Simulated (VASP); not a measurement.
# Si (Fd-3m) in VASP: notebook

Runs on Si. Level: PBEsol. Tasks: single point, relaxation of cell and atoms.

All numbers are computed with VASP 6.6.1; they aren't measurements. Logs are shortened: lines on timing, memory, paths and dates and some standing lists are left out, and cuts for length are marked.

**1. The cell of the first run**

The structure is cubic, space group Fd-3m (No. 227). The conventional cell has a = 5.433 Å, b = 5.433 Å, c = 5.433 Å, α = 90.00°, β = 90.00°, γ = 90.00°. Within 3.1 Å of Si (site symmetry -43m) lie 4 Si at 2.35 Å.

**2. Single point, PBEsol**

Contents of INCAR:

```
ALGO = Normal
EDIFF = 1E-7
ENCUT = 520
GGA = PS
ISIF = 2
ISMEAR = 0
LASPH = True
LCHARG = True
LELF = True
LREAL = False
LVHAR = True
LWAVE = False
NBANDS = 11
NELM = 80
PREC = Accurate
SIGMA = 0.02
```

Contents of KPOINTS:

```
k-points
0
Gamma
  10 10 10
```

Contents of POSCAR:

```
Si
1.0
    0.0000000000      2.7167311791      2.7167311791
    2.7167311791      0.0000000000      2.7167311791
    2.7167311791      2.7167311791      0.0000000000
Si
2
Direct
    0.5000000000      0.5000000000      0.5000000000
    0.7500000000      0.7500000000      0.7500000000
```

Potentials or basis: VASP PAW PBE potentials, release 64 (Si).

Command:

```sh
cat potpaw_PBE.64/Si/POTCAR > POTCAR
mpirun -np 1 vasp_std > vasp.out
```

OUTCAR:

```text
EDIFF = 1E-7
   ENCUT = 520
   GGA = PS
   ISIF = 2
   ISMEAR = 0
   LASPH = True
   LREAL = False
   NELM = 80
   PREC = Accurate

 ion  position               nearest neighbor table
   1  0.500  0.500  0.500-   2 2.35   2 2.35   2 2.35   2 2.35
   2  0.750  0.750  0.750-   1 2.35   1 2.35   1 2.35   1 2.35

  LATTYP: Found a face centered cubic cell.
 ALAT       =     5.4334623582

  Lattice vectors:

 A1 = (   0.0000000000,   2.7167311791,   2.7167311791)
 A2 = (   2.7167311791,   0.0000000000,   2.7167311791)
 A3 = (   2.7167311791,   2.7167311791,   0.0000000000)

Analysis of symmetry for initial positions (statically):
=====================================================================
 Subroutine PRICEL returns:
 Original cell was already a primitive cell.

 Routine SETGRP: Setting up the symmetry group for a
 face centered cubic supercell.

 Subroutine GETGRP returns: Found 48 space group operations
 (whereof 24 operations were pure point group operations)
 out of a pool of 48 trial point group operations.

The static configuration has the point symmetry T_d .
 The point group associated with its full space group is O_h .

Analysis of symmetry for dynamics (positions and initial velocities):
=====================================================================
 Subroutine PRICEL returns:
 Original cell was already a primitive cell.

 Routine SETGRP: Setting up the symmetry group for a
 face centered cubic supercell.

 Subroutine GETGRP returns: Found 48 space group operations
 (whereof 24 operations were pure point group operations)
 out of a pool of 48 trial point group operations.

The dynamic configuration has the point symmetry T_d .
 The point group associated with its full space group is O_h .

 Subroutine INISYM returns: Found 48 space group operations
 (whereof 24 operations are pure point group operations),
 and found     1 'primitive' translations

----------------------------------------------------------------------------------------

                                     Primitive cell

  volume of cell :      40.1024

  direct lattice vectors                    reciprocal lattice vectors
     0.000000000  2.716731179  2.716731179    -0.184044709  0.184044709  0.184044709
     2.716731179  0.000000000  2.716731179     0.184044709 -0.184044709  0.184044709
     2.716731179  2.716731179  0.000000000     0.184044709  0.184044709 -0.184044709

  length of vectors
     3.842038079  3.842038079  3.842038079     0.318774787  0.318774787  0.318774787

  position of ions in fractional coordinates (direct lattice)
     0.500000000  0.500000000  0.500000000
     0.750000000  0.750000000  0.750000000

  ion indices of the primitive-cell ions
   primitive index   ion index
                 1           1
                 2           2

----------------------------------------------------------------------------------------

 KPOINTS: k-points

Automatic generation of k-mesh.
 Grid dimensions read from file:
 generate k-points for:   10   10   10

 Generating k-lattice:

  Cartesian coordinates                     Fractional coordinates (reciprocal lattice)
    -0.018404471  0.018404471  0.018404471     0.100000000  0.000000000  0.000000000
     0.018404471 -0.018404471  0.018404471     0.000000000  0.100000000  0.000000000
     0.018404471  0.018404471 -0.018404471     0.000000000  0.000000000  0.100000000

  Length of vectors
     0.031877479  0.031877479  0.031877479

  Shift w.r.t. Gamma in fractional coordinates (k-lattice)
     0.000000000  0.000000000  0.000000000

 Subroutine IBZKPT returns following result:
 ===========================================

 Found     47 irreducible k-points:

 Following reciprocal coordinates:
            Coordinates               Weight
  0.000000  0.000000  0.000000      1.000000
  0.100000  0.000000  0.000000      8.000000
  0.200000  0.000000  0.000000      8.000000
  0.300000  0.000000  0.000000      8.000000
  0.400000  0.000000  0.000000      8.000000
  0.500000  0.000000  0.000000      4.000000
[... 16 lines left out ...]
  0.300000  0.300000  0.000000      6.000000
  0.400000  0.300000  0.000000     24.000000
 [... further k-points ...]
   k-points           NKPTS =     47   k-points in BZ     NKDIM =     47   number of bands    NBANDS=     11
   number of dos      NEDOS =    301   number of ions     NIONS =      2
   total plane-waves  NPLWV =  27000
   dimension x,y,z NGX =    30 NGY =   30 NGZ =   30
   dimension x,y,z NGXF=    60 NGYF=   60 NGZF=   60
   ions per type =               2
   NGX,Y,Z   is equivalent  to a cutoff of  12.98, 12.98, 12.98 a.u.
   NGXF,Y,Z  is equivalent  to a cutoff of  25.96, 25.96, 25.96 a.u.
 SYSTEM =  unknown system
   PREC   = accura    normal or accurate (medium, high low for compatibility)
   ISTART =      0    job   : 0-new  1-cont  2-samecut
   ICHARG =      2    charge: 1-file 2-atom 10-const
   ISPIN  =      1    spin polarized calculation?
   LNONCOLLINEAR =      F non collinear calculations
   LSORBIT =      F    spin-orbit coupling
   LASPH  =      T    aspherical Exc in radial PAW
   ENCUT  =  520.0 eV  38.22 Ry    6.18 a.u.   7.14  7.14  7.14*2*pi/ulx,y,z
   NELM   =     80;   NELMIN=  2; NELMDL= -5     # of ELM steps
   EDIFF  = 0.1E-06   stopping-criterion for ELM
   LREAL  =      F    real-space projection
   EDIFFG = 0.1E-05   stopping-criterion for IOM
   NSW    =      0    number of steps for IOM
   IBRION =     -1    ionic relax: 0-MD 1-quasi-New 2-CG
   NFREE  =      0    steps in history (QN), initial steepest desc. (CG)
   ISIF   =      2    stress and relaxation
   ISYM   =      2    0-nonsym 1-usesym 2-fastsym
   POTIM  = 0.5000    time-step for ionic-motion
   TEBEG  =    0.0;   TEEND  =   0.0 temperature during run
   PSTRESS=    0.0 pullay stress
   NELECT =       8.0000    total number of electrons
   NUPDOWN=      -1.0000    fix difference up-down
   EMIN   =  10.00;   EMAX   =-10.00  energy-range for DOS
   EFERMI =   0.00;   METHOD = LEGACY
   ISMEAR =     0;   SIGMA  =   0.02  broadening in eV -4-tet -1-fermi 0-gaus
   EFERMI_NEDOS =   21; number of points for ismear=-14 and -15
   IALGO  =     38    algorithm
   IMIX   =      4    mixing-type and parameters
     AMIX     =   0.40;   BMIX     =  1.00
     AMIX_MAG =   1.60;   BMIX_MAG =  1.00
  volume/ion in A,a.u.               =      20.05       135.31
  Fermi-wavevector in a.u.,A,eV,Ry     =   0.956566  1.807647 12.449576  0.915018
  Thomas-Fermi vector in A             =   2.085505
   LORBIT       =      0    0 simple, 1 ext, 2 COOP (PROOUT), +10 PAW based schemes
   GGA     = PS    functional components
   LHFCALC =     F    Hartree Fock is set to
   AEXX    =    0.0000 exact exchange contribution
   IVDW    =     0    specifies the selected vdW correction
   LEPSILON=     F    determine dielectric tensor
   LRPA    =     F    only Hartree local field effects (RPA)
 non-spin polarized calculation
 Gauss-broadening in eV      SIGMA  =   0.02
  energy-cutoff  :      520.00
  volume of cell :       40.10
 maximum number of plane-waves:      1106
 NGX is ok and might be reduce to    30
   NGX = 15   NGY = 15   NGZ = 15

 number of electron       8.0000000 magnetization

 Free energy of the ion-electron system (eV)
  ---------------------------------------------------
  ext. energy  EPLUGINS =         0.00000000
  ---------------------------------------------------
  free energy    TOTEN  =       -11.49258589 eV

  energy without entropy =      -11.49258589  energy(sigma->0) =      -11.49258589

 E-fermi :   5.9413     XC(G=0):  -9.5476

 val. band max:        5.7747912371   @ k =   0.0000   0.0000   0.0000
 cond. band min:       6.2439520665   @ k =   0.4000   0.4000   0.0000
 fundamental gap:      0.4691608294
 Fermi energy:         5.9412950077

 k-point     1 :       0.0000    0.0000    0.0000
  band No.  band energies     occupation
      1      -6.2051      2.00000
      2       5.7748      2.00000
      3       5.7748      2.00000
      4       5.7748      2.00000
      5       8.2914      0.00000
      6       8.2914      0.00000
      7       8.2914      0.00000
      8       9.0817      0.00000
      9      13.4623      0.00000
     10      13.4623      0.00000
     11      13.4792      0.00000

 k-point     2 :       0.1000    0.0000    0.0000
  band No.  band energies     occupation
      1      -6.0739      2.00000
      2       4.6183      2.00000
      3       5.5739      2.00000
      4       5.5739      2.00000
      5       8.2920      0.00000
      6       8.5861      0.00000
      7       8.5861      0.00000
      8      10.0096      0.00000
      9      13.0885      0.00000
     10      13.0885      0.00000
     11      14.0309      0.00000

 k-point     3 :       0.2000    0.0000    0.0000
  band No.  band energies     occupation
      1      -5.6862      2.00000
      2       2.7469      2.00000
      3       5.1909      2.00000
      4       5.1909      2.00000
      5       7.9258      0.00000
      6       9.0935      0.00000
      7       9.0935      0.00000
      8      11.7584      0.00000
      9      12.7602      0.00000
     10      12.7602      0.00000
     11      14.7055      0.00000
[... 267 lines left out ...]
 k-point    23 :       0.3000    0.3000    0.0000
  band No.  band energies     occupation
      1      -4.6518      2.00000
      2       1.3570      2.00000
      3       3.5285      2.00000
      4       3.5285      2.00000
      5       6.5349      0.00000
      6       8.0739      0.00000
      7      12.3861      0.00000
      8      12.3861      0.00000
      9      14.8366      0.00000
     10      15.2002      0.00000
     11      18.0426      0.00000

 k-point    24 :       0.4000    0.3000    0.0000
  band No.  band energies     occupation
      1      -4.0368      2.00000
      2       0.3501      2.00000
      3       2.8885      2.00000
      4       3.3234      2.00000
      5       6.7225      0.00000
      6       7.9098      0.00000
      7      12.6793      0.00000
      8      12.7988      0.00000
      9      16.2104      0.00000
     10      16.4781      0.00000
     11      17.8090      0.00000

 [... further k-points ...]

------------------------ aborting loop because EDIFF is reached ----------------------------------------

  FORCE on cell =-STRESS in cart. coord.  units (eV):
  Direction    XX          YY          ZZ          XY          YZ          ZX
  --------------------------------------------------------------------------------------
  -------------------------------------------------------------------------------------
  Total        0.0288271      0.0288271      0.0288271      0.0000000      0.0000000     -0.0000000
  in kB        1.1517062      1.1517062      1.1517062      0.0000000      0.0000000     -0.0000000
  external PRESSURE =       1.1517062 kB  Pullay stress =       0.0000000 kB

 VOLUME and BASIS-vectors are now :
 -----------------------------------------------------------------------------
  energy-cutoff  :      520.00
  volume of cell :       40.10
      direct lattice vectors                 reciprocal lattice vectors
     0.000000000  2.716731179  2.716731179    -0.184044709  0.184044709  0.184044709
     2.716731179  0.000000000  2.716731179     0.184044709 -0.184044709  0.184044709
     2.716731179  2.716731179  0.000000000     0.184044709  0.184044709 -0.184044709

 POSITION                                       TOTAL-FORCE (eV/Angst)
 -----------------------------------------------------------------------------------
      2.71673      2.71673      2.71673         0.000000      0.000000      0.000000
      4.07510      4.07510      4.07510        -0.000000     -0.000000     -0.000000
 -----------------------------------------------------------------------------------
    total drift:                                0.000000     -0.000000     -0.000000

  FREE ENERGIE OF THE ION-ELECTRON SYSTEM (eV)
  ---------------------------------------------------
  free  energy   TOTEN  =       -11.4925858865 eV

  energy  without entropy=      -11.4925858865  energy(sigma->0) =      -11.49258589
```

Run time: 25 s. Hardware: 1 thread of Intel Xeon 8259CL, shared host; peak memory 0.13 GiB.

Results:

```
Free energy            : -11.4926 eV
Pressure               : 0.1 GPa
Band gap on the k mesh : 0.47 eV, indirect (least direct gap 2.52 eV)
```

Caveat: the PAW data sets were made with another functional, which shifts forces and pressure a little.

(Part 1 of 2 ends here.)
